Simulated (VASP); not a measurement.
# Ti (P6_3/mmc) in VASP: relaxation of shape and atoms at fixed volume with LDA

Aim: the relaxation of shape and atoms at fixed volume of Ti with LDA.

Everything below comes from runs of VASP 6.6.1. Logs are shortened: lines on timing, memory, paths and dates and some standing lists are left out, and cuts for length are marked.

### 1 The cell of the first run

Symmetry: P6_3/mmc, No. 194, hexagonal system. Conventional cell: a = 2.569 Å, b = 2.569 Å, c = 4.060 Å, α = 90.00°, β = 90.00°, γ = 120.00°. Ti (site symmetry -6m2) has 12 Ti at 2.51 to 2.57 Å within 3.3 Å.

### 2 Relaxation of shape and atoms at fixed volume, LDA

Input file INCAR:

```
SYSTEM = Ti
PREC = Accurate
ENCUT = 600
EDIFF = 1E-6
ISMEAR = -1
SIGMA = 0.05
LREAL = .FALSE.
LASPH = .TRUE.
NELM = 60
ALGO = Normal
ISIF = 4
LWAVE = .FALSE.
LCHARG = .FALSE.
IBRION = 2
NSW = 50
EDIFFG = -0.005
```

Input file KPOINTS:

```
regular mesh
0
G
  15 15 8
  0 0 0
```

Input file POSCAR:

```
Ti
1.0
    2.5685483444      0.0000000000      0.0000000000
   -1.2842741722      2.2244281171      0.0000000000
    0.0000000000      0.0000000000      4.0597796366
Ti
2
Direct
    0.3333333333      0.6666666667      0.2500000000
    0.6666666667      0.3333333333      0.7500000000
```

Potentials or basis: VASP PAW LDA potentials, release 64 (Ti_sv).

Launch:

```
$ cat potpaw_LDA.64/Ti_sv/POTCAR > POTCAR
$ mpirun -np 1 vasp_std > vasp.out
```

OUTCAR:

```text
SYSTEM = Ti
   PREC = Accurate
   ENCUT = 600
   EDIFF = 1E-6
   ISMEAR = -1
   LREAL = .FALSE.
   LASPH = .TRUE.
   NELM = 60
   ISIF = 4
   IBRION = 2
   NSW = 50
   EDIFFG = -0.005

 ion  position               nearest neighbor table
   1  0.333  0.667  0.250-   2 2.51   2 2.51   2 2.51   2 2.51   2 2.51   2 2.51
   2  0.667  0.333  0.750-   1 2.51   1 2.51   1 2.51   1 2.51   1 2.51   1 2.51

  LATTYP: Found a hexagonal cell.
 ALAT       =     2.5685483444
 C/A-ratio  =     1.5805735740

  Lattice vectors:

 A1 = (   2.5685483444,   0.0000000000,   0.0000000000)
 A2 = (  -1.2842741722,   2.2244281171,   0.0000000000)
 A3 = (   0.0000000000,   0.0000000000,   4.0597796366)

Analysis of symmetry for initial positions (statically):
=====================================================================
 Subroutine PRICEL returns:
 Original cell was already a primitive cell.

 Routine SETGRP: Setting up the symmetry group for a
 hexagonal supercell.

 Subroutine GETGRP returns: Found 24 space group operations
 (whereof 12 operations were pure point group operations)
 out of a pool of 24 trial point group operations.

The static configuration has the point symmetry D_3d.
 The point group associated with its full space group is D_6h.

Analysis of symmetry for dynamics (positions and initial velocities):
=====================================================================
 Subroutine PRICEL returns:
 Original cell was already a primitive cell.

 Routine SETGRP: Setting up the symmetry group for a
 hexagonal supercell.

 Subroutine GETGRP returns: Found 24 space group operations
 (whereof 12 operations were pure point group operations)
 out of a pool of 24 trial point group operations.

The dynamic configuration has the point symmetry D_3d.
 The point group associated with its full space group is D_6h.

 Subroutine INISYM returns: Found 24 space group operations
 (whereof 12 operations are pure point group operations),
 and found     1 'primitive' translations

----------------------------------------------------------------------------------------

                                     Primitive cell

  volume of cell :      23.1958

  direct lattice vectors                    reciprocal lattice vectors
     2.568548344  0.000000000  0.000000000     0.389324967  0.224776875  0.000000000
    -1.284274172  2.224428117  0.000000000     0.000000000  0.449553749  0.000000000
     0.000000000  0.000000000  4.059779637     0.000000000  0.000000000  0.246318788

  length of vectors
     2.568548344  2.568548344  4.059779637     0.449553749  0.449553749  0.246318788

  position of ions in fractional coordinates (direct lattice)
     0.333333333  0.666666667  0.250000000
     0.666666667  0.333333333  0.750000000

  ion indices of the primitive-cell ions
   primitive index   ion index
                 1           1
                 2           2

----------------------------------------------------------------------------------------

 KPOINTS: regular mesh

Automatic generation of k-mesh.
 Grid dimensions read from file:
 generate k-points for:   15   15    8

 Generating k-lattice:

  Cartesian coordinates                     Fractional coordinates (reciprocal lattice)
     0.025954998  0.014985125  0.000000000     0.066666667  0.000000000  0.000000000
     0.000000000  0.029970250  0.000000000     0.000000000  0.066666667  0.000000000
     0.000000000  0.000000000  0.030789849     0.000000000  0.000000000  0.125000000

  Length of vectors
     0.029970250  0.029970250  0.030789849

  Shift w.r.t. Gamma in fractional coordinates (k-lattice)
     0.000000000  0.000000000  0.000000000

 Subroutine IBZKPT returns following result:
 ===========================================

 Found    135 irreducible k-points:

 Following reciprocal coordinates:
            Coordinates               Weight
  0.000000  0.000000  0.000000      1.000000
  0.066667  0.000000  0.000000      6.000000
  0.133333  0.000000  0.000000      6.000000
  0.200000  0.000000  0.000000      6.000000
  0.266667  0.000000  0.000000      6.000000
  0.333333  0.000000  0.000000      6.000000
[... 16 lines left out ...]
  0.333333  0.200000  0.000000     12.000000
  0.400000  0.200000  0.000000      6.000000
 [... further k-points ...]
   k-points           NKPTS =    135   k-points in BZ     NKDIM =    135   number of bands    NBANDS=     16
   number of dos      NEDOS =    301   number of ions     NIONS =      2
   total plane-waves  NPLWV =  18432
   dimension x,y,z NGX =    24 NGY =   24 NGZ =   32
   dimension x,y,z NGXF=    48 NGYF=   48 NGZF=   64
   ions per type =               2
   NGX,Y,Z   is equivalent  to a cutoff of  15.53, 15.53, 13.10 a.u.
   NGXF,Y,Z  is equivalent  to a cutoff of  31.07, 31.07, 26.21 a.u.
 SYSTEM =  Ti
   PREC   = accura    normal or accurate (medium, high low for compatibility)
   ISTART =      0    job   : 0-new  1-cont  2-samecut
   ICHARG =      2    charge: 1-file 2-atom 10-const
   ISPIN  =      1    spin polarized calculation?
   LNONCOLLINEAR =      F non collinear calculations
   LSORBIT =      F    spin-orbit coupling
   LASPH  =      T    aspherical Exc in radial PAW
   ENCUT  =  600.0 eV  44.10 Ry    6.64 a.u.   5.13  5.13  8.11*2*pi/ulx,y,z
   NELM   =     60;   NELMIN=  2; NELMDL= -5     # of ELM steps
   EDIFF  = 0.1E-05   stopping-criterion for ELM
   LREAL  =      F    real-space projection
   EDIFFG = -.5E-02   stopping-criterion for IOM
   NSW    =     50    number of steps for IOM
   IBRION =      2    ionic relax: 0-MD 1-quasi-New 2-CG
   NFREE  =      1    steps in history (QN), initial steepest desc. (CG)
   ISIF   =      4    stress and relaxation
   ISYM   =      2    0-nonsym 1-usesym 2-fastsym
   POTIM  = 0.5000    time-step for ionic-motion
   TEBEG  =    0.0;   TEEND  =   0.0 temperature during run
   PSTRESS=    0.0 pullay stress
   NELECT =      24.0000    total number of electrons
   NUPDOWN=      -1.0000    fix difference up-down
   EMIN   =  10.00;   EMAX   =-10.00  energy-range for DOS
   EFERMI =   0.00;   METHOD = LEGACY
   ISMEAR =    -1;   SIGMA  =   0.05  broadening in eV -4-tet -1-fermi 0-gaus
   EFERMI_NEDOS =   21; number of points for ismear=-14 and -15
   IALGO  =     38    algorithm
   IMIX   =      4    mixing-type and parameters
     AMIX     =   0.40;   BMIX     =  1.00
     AMIX_MAG =   1.60;   BMIX_MAG =  1.00
  volume/ion in A,a.u.               =      11.60        78.27
  Fermi-wavevector in a.u.,A,eV,Ry     =   1.655804  3.129017 37.302936  2.741688
  Thomas-Fermi vector in A             =   2.743838
   LORBIT       =      0    0 simple, 1 ext, 2 COOP (PROOUT), +10 PAW based schemes
   GGA     = CA    functional components
   LHFCALC =     F    Hartree Fock is set to
   AEXX    =    0.0000 exact exchange contribution
   IVDW    =     0    specifies the selected vdW correction
   LEPSILON=     F    determine dielectric tensor
   LRPA    =     F    only Hartree local field effects (RPA)
 conjugate gradient relaxation of ions
 non-spin polarized calculation
  energy-cutoff  :      600.00
  volume of cell :       23.20
 maximum number of plane-waves:       796
 NGX is ok and might be reduce to    24
   NGX = 11   NGY = 11   NGZ = 17

--------------------------------------- Ionic step        1  -------------------------------------------

 number of electron      24.0000002 magnetization

 Free energy of the ion-electron system (eV)
  ---------------------------------------------------
  ext. energy  EPLUGINS =         0.00000000
  ---------------------------------------------------
  free energy    TOTEN  =       -15.54749147 eV

  energy without entropy =      -15.53223882  energy(sigma->0) =      -15.53986515

------------------------ aborting loop because EDIFF is reached ----------------------------------------

  FORCE on cell =-STRESS in cart. coord.  units (eV):
  Direction    XX          YY          ZZ          XY          YZ          ZX
  --------------------------------------------------------------------------------------
  -------------------------------------------------------------------------------------
  Total        9.6989775      9.6989775     10.8226571      0.0000000      0.0000000      0.0000000
  in kB      669.9277268    669.9277268    747.5425225      0.0000000      0.0000000      0.0000000
  external PRESSURE =     695.7993254 kB  Pullay stress =       0.0000000 kB
[... 201 lines left out ...]
  energy  without entropy=      -15.5613220400  energy(sigma->0) =      -15.56826034

--------------------------------------- Ionic step        7  -------------------------------------------

 number of electron      23.9999992 magnetization

 Free energy of the ion-electron system (eV)
  ---------------------------------------------------
  ext. energy  EPLUGINS =         0.00000000
  ---------------------------------------------------
  free energy    TOTEN  =       -15.57522427 eV

  energy without entropy =      -15.56151146  energy(sigma->0) =      -15.56836786

 E-fermi :  13.0804     XC(G=0): -13.8534

 val. band max:       13.0562647625   @ k =   0.2667   0.2000   0.3750
 cond. band min:      13.0903614411   @ k =   0.2000   0.2000   0.5000
 fundamental gap:      0.0340966786
 Fermi energy:        13.0804296728

 k-point     1 :       0.0000    0.0000    0.0000
  band No.  band energies     occupation
      1     -42.7228      2.00000
      2     -42.1984      2.00000
      3     -20.2441      2.00000
      4     -18.1277      2.00000
      5     -18.1277      2.00000
      6     -18.0673      2.00000
[... 8 lines left out ...]
     15      14.7453      0.00000
     16      15.1141      0.00000
[... 420 lines left out ...]
  band No.  band energies     occupation
      1     -42.0332      2.00000
      2     -41.9280      2.00000
      3     -19.9215      2.00000
      4     -19.5778      2.00000
      5     -19.0800      2.00000
      6     -19.0271      2.00000
[... 8 lines left out ...]
     15      14.8806      0.00000
     16      17.7051      0.00000

 [... further k-points ...]

------------------------ aborting loop because EDIFF is reached ----------------------------------------

  FORCE on cell =-STRESS in cart. coord.  units (eV):
  Direction    XX          YY          ZZ          XY          YZ          ZX
  --------------------------------------------------------------------------------------
  -------------------------------------------------------------------------------------
  Total        9.7428637      9.7428637      9.7425006      0.0000000     -0.0000000      0.0000000
  in kB      672.9590345    672.9590345    672.9339515      0.0000000     -0.0000000      0.0000000
  external PRESSURE =     672.9506735 kB  Pullay stress =       0.0000000 kB
[... 17 lines left out ...]
  FREE ENERGIE OF THE ION-ELECTRON SYSTEM (eV)
  ---------------------------------------------------
  free  energy   TOTEN  =       -15.5752242664 eV

  energy  without entropy=      -15.5615114619  energy(sigma->0) =      -15.56836786

 reached required accuracy - stopping structural energy minimisation
```

Wall time 4.8 min (1 thread of Intel Xeon 8259CL, shared host); peak memory 0.18 GiB.

Results:

```
Free energy               : -15.5752 eV
Energy gained by relaxing : 13.9 meV/atom
Ionic steps               : 7
Pressure after relaxing   : 67.3 GPa
Band gap on the k mesh    : zero (bands 12 and 13 overlap by 1.35 eV)
```

The path:
```csv
step,energy change (eV),largest force (eV/Å),pressure (GPa),volume (Å³)
1,0.0000,0.0000,69.58,23.20
2,-0.0166,0.0000,68.73,23.20
3,-0.0243,0.0000,65.96,23.20
4,-0.0271,0.0000,66.85,23.20
5,-0.0274,0.0000,67.54,23.20
6,-0.0277,0.0000,67.23,23.20
7,-0.0277,0.0000,67.30,23.20
```

Final structure:
```yaml
crystal:
  lattice:
    - [2.50897, 0.00000, 0.00000]
    - [-1.25448, 2.17283, 0.00000]
    - [0.00000, 0.00000, 4.25489]
  atoms:
    - { symbol: Ti, position: [0.33333, 0.66667, 0.25000] }
    - { symbol: Ti, position: [0.66667, 0.33333, 0.75000] }
```

The gap in the log of VASP goes by the Fermi energy; the results here count the filled bands.